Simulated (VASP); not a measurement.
# BAs (F-43m) in VASP: a series of runs

BAs is run at these levels: HF, HSE06, PBE0; tasks: single point, relaxation of cell and atoms.

Everything below comes from runs of VASP 6.6.1. Logs are shortened: lines on timing, memory, paths and dates and some standing lists are left out, and cuts for length are marked.

## 1. The cell of the first run

It takes space group F-43m (No. 216, cubic). Conventional cell: a = 4.784 Å, b = 4.784 Å, c = 4.784 Å, α = 90.00°, β = 90.00°, γ = 90.00°. B (site symmetry -43m) has 4 As at 2.07 Å within 2.7 Å. As (site symmetry -43m) has 4 B at 2.07 Å within 2.7 Å.

## 2. Single point, HF

The input, POSCAR:

```
BAs
1.0
    0.0000000000      2.3918698983      2.3918698983
    2.3918698983      0.0000000000      2.3918698983
    2.3918698983      2.3918698983      0.0000000000
B As
1 1
Direct
    0.0000000000      0.0000000000      0.0000000000
    0.2500000000      0.2500000000      0.2500000000
```

The input, INCAR.step1:

```
SYSTEM = BAs
PREC = Accurate ; ENCUT = 520
EDIFF = 1E-5 ; ISMEAR = 0
SIGMA = 0.01 ; LREAL = .FALSE.
LASPH = .TRUE. ; NELM = 80
ALGO = Normal ; ISIF = 2
LWAVE = .TRUE. ; NBANDS = 11
GGA = PE
```

The input, INCAR.step2:

```
SYSTEM = BAs
PREC = Accurate ; ENCUT = 520
EDIFF = 1E-6 ; ISMEAR = 0
SIGMA = 0.01 ; LREAL = .FALSE.
LASPH = .TRUE. ; NELM = 80
ALGO = Normal ; ISIF = 2
LWAVE = .FALSE. ; LCHARG = .TRUE.
GGA = PE ; LHFCALC = .TRUE.
AEXX = 1.0 ; ALDAC = 0.0
AGGAC = 0.0 ; PRECFOCK = Normal
LELF = .TRUE. ; LVHAR = .TRUE.
NBANDS = 11 ; ISTART = 1
```

The input, KPOINTS:

```
Automatic mesh
0
G
  6 6 6
  0 0 0
```

Potentials or basis: VASP PAW PBE potentials, release 64 (B, As).

Started as:

```
$ cat potpaw_PBE.64/B/POTCAR potpaw_PBE.64/As/POTCAR > POTCAR
$ cp INCAR.step1 INCAR
$ mpirun -np 1 vasp_std > vasp.out
$ cp INCAR.step2 INCAR
$ mpirun -np 1 vasp_std > vasp.out
```

OUTCAR:

```text
SYSTEM = BAs
   PREC = Accurate
   ENCUT = 520
   EDIFF = 1E-6
   ISMEAR = 0
   LREAL = .FALSE.
   LASPH = .TRUE.
   NELM = 80
   ISIF = 2
   GGA = PE
   LHFCALC = .TRUE.
   AEXX = 1.0
   PRECFOCK = Normal
   ISTART = 1

 ion  position               nearest neighbor table
   1  0.000  0.000  0.000-   2 2.07   2 2.07   2 2.07   2 2.07
   2  0.250  0.250  0.250-   1 2.07   1 2.07   1 2.07   1 2.07

  LATTYP: Found a face centered cubic cell.
 ALAT       =     4.7837397966

  Lattice vectors:

 A1 = (   0.0000000000,   2.3918698983,   2.3918698983)
 A2 = (   2.3918698983,   0.0000000000,   2.3918698983)
 A3 = (   2.3918698983,   2.3918698983,   0.0000000000)

Analysis of symmetry for initial positions (statically):
=====================================================================
 Subroutine PRICEL returns:
 Original cell was already a primitive cell.

 Routine SETGRP: Setting up the symmetry group for a
 face centered cubic supercell.

 Subroutine GETGRP returns: Found 24 space group operations
 (whereof 24 operations were pure point group operations)
 out of a pool of 48 trial point group operations.

The static configuration has the point symmetry T_d .

Analysis of symmetry for dynamics (positions and initial velocities):
=====================================================================
 Subroutine PRICEL returns:
 Original cell was already a primitive cell.

 Routine SETGRP: Setting up the symmetry group for a
 face centered cubic supercell.

 Subroutine GETGRP returns: Found 24 space group operations
 (whereof 24 operations were pure point group operations)
 out of a pool of 48 trial point group operations.

The dynamic configuration has the point symmetry T_d .

 Subroutine INISYM returns: Found 24 space group operations
 (whereof 24 operations are pure point group operations),
 and found     1 'primitive' translations

----------------------------------------------------------------------------------------

                                     Primitive cell

  volume of cell :      27.3680

  direct lattice vectors                    reciprocal lattice vectors
     0.000000000  2.391869898  2.391869898    -0.209041470  0.209041470  0.209041470
     2.391869898  0.000000000  2.391869898     0.209041470 -0.209041470  0.209041470
     2.391869898  2.391869898  0.000000000     0.209041470  0.209041470 -0.209041470

  length of vectors
     3.382614850  3.382614850  3.382614850     0.362070447  0.362070447  0.362070447

  position of ions in fractional coordinates (direct lattice)
     0.000000000  0.000000000  0.000000000
     0.250000000  0.250000000  0.250000000

  ion indices of the primitive-cell ions
   primitive index   ion index
                 1           1
                 2           2

----------------------------------------------------------------------------------------

 KPOINTS: Automatic mesh

Automatic generation of k-mesh.
 Grid dimensions read from file:
 generate k-points for:    6    6    6

 Generating k-lattice:

  Cartesian coordinates                     Fractional coordinates (reciprocal lattice)
    -0.034840245  0.034840245  0.034840245     0.166666667  0.000000000  0.000000000
     0.034840245 -0.034840245  0.034840245     0.000000000  0.166666667  0.000000000
     0.034840245  0.034840245 -0.034840245     0.000000000  0.000000000  0.166666667

  Length of vectors
     0.060345075  0.060345075  0.060345075

  Shift w.r.t. Gamma in fractional coordinates (k-lattice)
     0.000000000  0.000000000  0.000000000

 Subroutine IBZKPT returns following result:
 ===========================================

 Found     16 irreducible k-points:

 Following reciprocal coordinates:
            Coordinates               Weight
  0.000000  0.000000  0.000000      1.000000
  0.166667  0.000000  0.000000      8.000000
  0.333333  0.000000  0.000000      8.000000
  0.500000  0.000000  0.000000      4.000000
  0.166667  0.166667  0.000000      6.000000
  0.333333  0.166667  0.000000     24.000000
[... 8 lines left out ...]
 -0.333333  0.333333  0.166667     24.000000
 -0.333333  0.500000  0.166667     12.000000
   k-points           NKPTS =     16   k-points in BZ     NKDIM =    216   number of bands    NBANDS=     11
   number of dos      NEDOS =    301   number of ions     NIONS =      2
   total plane-waves  NPLWV =  21952
   dimension x,y,z NGX =    28 NGY =   28 NGZ =   28
   dimension x,y,z NGXF=    56 NGYF=   56 NGZF=   56
   ions per type =               1   1
   NGX,Y,Z   is equivalent  to a cutoff of  13.76, 13.76, 13.76 a.u.
   NGXF,Y,Z  is equivalent  to a cutoff of  27.52, 27.52, 27.52 a.u.
 SYSTEM =  BAs
   PREC   = accura    normal or accurate (medium, high low for compatibility)
   ISTART =      1    job   : 0-new  1-cont  2-samecut
   ICHARG =      0    charge: 1-file 2-atom 10-const
   ISPIN  =      1    spin polarized calculation?
   LNONCOLLINEAR =      F non collinear calculations
   LSORBIT =      F    spin-orbit coupling
   LASPH  =      T    aspherical Exc in radial PAW
   ENCUT  =  520.0 eV  38.22 Ry    6.18 a.u.   6.29  6.29  6.29*2*pi/ulx,y,z
   NELM   =     80;   NELMIN=  2; NELMDL=  0     # of ELM steps
   EDIFF  = 0.1E-05   stopping-criterion for ELM
   LREAL  =      F    real-space projection
   EDIFFG = 0.1E-04   stopping-criterion for IOM
   NSW    =      0    number of steps for IOM
   IBRION =     -1    ionic relax: 0-MD 1-quasi-New 2-CG
   NFREE  =      0    steps in history (QN), initial steepest desc. (CG)
   ISIF   =      2    stress and relaxation
   ISYM   =      3    0-nonsym 1-usesym 2-fastsym
   POTIM  = 0.5000    time-step for ionic-motion
   TEBEG  =    0.0;   TEEND  =   0.0 temperature during run
   PSTRESS=    0.0 pullay stress
   NELECT =       8.0000    total number of electrons
   NUPDOWN=      -1.0000    fix difference up-down
   EMIN   =  10.00;   EMAX   =-10.00  energy-range for DOS
   EFERMI =   0.00;   METHOD = LEGACY
   ISMEAR =     0;   SIGMA  =   0.01  broadening in eV -4-tet -1-fermi 0-gaus
   EFERMI_NEDOS =   21; number of points for ismear=-14 and -15
   IALGO  =     38    algorithm
   IMIX   =      1    mixing-type and parameters
     AMIX     =   0.40;   BMIX     =  1.00
     AMIX_MAG =   1.60;   BMIX_MAG =  1.00
  volume/ion in A,a.u.               =      13.68        92.34
  Fermi-wavevector in a.u.,A,eV,Ry     =   1.086486  2.053160 16.061008  1.180451
  Thomas-Fermi vector in A             =   2.222623
   LORBIT       =      0    0 simple, 1 ext, 2 COOP (PROOUT), +10 PAW based schemes
   GGA     = PE    functional components
   LHFCALC =     T    Hartree Fock is set to
   PRECFOCK=normal    Normal, Fast or Accurate (Low or Medium for compatibility)
   ENCUT4O =  -1.0   cutoff for four orbital integrals eV
   NKREDX  =     1    reduce k-point grid by
   NKREDY  =     1    reduce k-point grid by
   NKREDZ  =     1    reduce k-point grid by
   AEXX    =    1.0000 exact exchange contribution
   HFSCREEN=    0.0000 screening length (either q_TF or 0.3 A-1)
   HFSCREENC=   0.0000 screening length for correlation (either q_TF or 0.3 A-1)
   ENCUTFOCK=  -1.0 apply spherical cutoff to Coloumb kernel
   IVDW    =     0    specifies the selected vdW correction
   LEPSILON=     F    determine dielectric tensor
   LRPA    =     F    only Hartree local field effects (RPA)
 non-spin polarized calculation
 Gauss-broadening in eV      SIGMA  =   0.01
  energy-cutoff  :      520.00
  volume of cell :       27.37
 maximum number of plane-waves:       754
 NGX is ok and might be reduce to    28
  NGX = 20; NGY = 20; NGZ = 20

 number of electron       8.0000000 magnetization

 Free energy of the ion-electron system (eV)
  ---------------------------------------------------
  ext. energy  EPLUGINS =         0.00000000
  ---------------------------------------------------
  free energy    TOTEN  =       -19.88454653 eV

  energy without entropy =      -19.88454653  energy(sigma->0) =      -19.88454653

 E-fermi :   4.2589     XC(G=0):   0.0000

 val. band max:        4.0873550414   @ k =   0.0000   0.0000   0.0000
 cond. band min:      11.6852619179   @ k =   0.3333   0.3333   0.0000
 fundamental gap:      7.5979068765
 Fermi energy:         4.2589388824

 k-point     1 :       0.0000    0.0000    0.0000
  band No.  band energies     occupation
      1     -17.3085      2.00000
      2       4.0874      2.00000
      3       4.0874      2.00000
      4       4.0874      2.00000
      5      14.2452      0.00000
      6      14.2452      0.00000
      7      14.2452      0.00000
      8      17.0933      0.00000
      9      21.5893      0.00000
     10      24.9917      0.00000
     11      24.9917      0.00000

 k-point     2 :       0.1667    0.0000    0.0000
  band No.  band energies     occupation
      1     -16.6771      2.00000
      2       0.3213      2.00000
      3       3.2775      2.00000
      4       3.2775      2.00000
      5      14.4636      0.00000
      6      15.3556      0.00000
      7      15.3556      0.00000
      8      19.1099      0.00000
      9      23.1471      0.00000
     10      23.1471      0.00000
     11      23.3215      0.00000

 k-point     3 :       0.3333    0.0000    0.0000
  band No.  band energies     occupation
      1     -14.9004      2.00000
      2      -5.0969      2.00000
      3       2.1228      2.00000
      4       2.1228      2.00000
      5      14.0072      0.00000
      6      16.1780      0.00000
      7      16.1780      0.00000
      8      21.2753      0.00000
      9      24.0141      0.00000
     10      24.2511      0.00000
     11      24.2511      0.00000
[... 155 lines left out ...]
 k-point    15 :      -0.3333    0.3333    0.1667
  band No.  band energies     occupation
      1     -11.8229      2.00000
      2      -7.2609      2.00000
      3      -3.0225      2.00000
      4      -0.8932      2.00000
      5      15.5171      0.00000
      6      16.6872      0.00000
      7      20.0824      0.00000
      8      21.1387      0.00000
      9      22.7473      0.00000
     10      27.5877      0.00000
     11      29.8714      0.00000

 k-point    16 :      -0.3333    0.5000    0.1667
  band No.  band energies     occupation
      1     -11.0362      2.00000
      2      -7.6930      2.00000
      3      -2.6183      2.00000
      4      -2.3706      2.00000
      5      14.7119      0.00000
      6      15.1768      0.00000
      7      21.2086      0.00000
      8      21.5039      0.00000
      9      25.8173      0.00000
     10      29.0015      0.00000
     11      29.1852      0.00000

------------------------ aborting loop because EDIFF is reached ----------------------------------------

  FORCE on cell =-STRESS in cart. coord.  units (eV):
  Direction    XX          YY          ZZ          XY          YZ          ZX
  --------------------------------------------------------------------------------------
  -------------------------------------------------------------------------------------
  Total        0.2538370      0.2538370      0.2538370      0.0000000      0.0000000      0.0000000
  in kB       14.8601371     14.8601371     14.8601371      0.0000000      0.0000000      0.0000000
  external PRESSURE =      14.8601371 kB  Pullay stress =       0.0000000 kB

 VOLUME and BASIS-vectors are now :
 -----------------------------------------------------------------------------
  energy-cutoff  :      520.00
  volume of cell :       27.37
      direct lattice vectors                 reciprocal lattice vectors
     0.000000000  2.391869898  2.391869898    -0.209041470  0.209041470  0.209041470
     2.391869898  0.000000000  2.391869898     0.209041470 -0.209041470  0.209041470
     2.391869898  2.391869898  0.000000000     0.209041470  0.209041470 -0.209041470

 POSITION                                       TOTAL-FORCE (eV/Angst)
 -----------------------------------------------------------------------------------
      0.00000      0.00000      0.00000         0.000000     -0.000000      0.000000
      1.19593      1.19593      1.19593        -0.000000      0.000000     -0.000000
 -----------------------------------------------------------------------------------
    total drift:                               -0.000000     -0.000000     -0.000000

  FREE ENERGIE OF THE ION-ELECTRON SYSTEM (eV)
  ---------------------------------------------------
  free  energy   TOTEN  =       -19.8845465328 eV

  energy  without entropy=      -19.8845465328  energy(sigma->0) =      -19.88454653
```

Run time: 8.8 min. Hardware: 1 thread of AMD EPYC 9R45 (Zen 5), shared host; peak memory 0.14 GiB.

What came out:

```yaml
Free_energy: -19.8845 eV
Pressure: 1.5 GPa
Band_gap_on_the_k_mesh: 7.60 eV (least direct gap 10.16 eV)
```

Caveat: the PAW data sets were made with another functional, which shifts forces and pressure a little.

(Continued in part 2 of 3.)
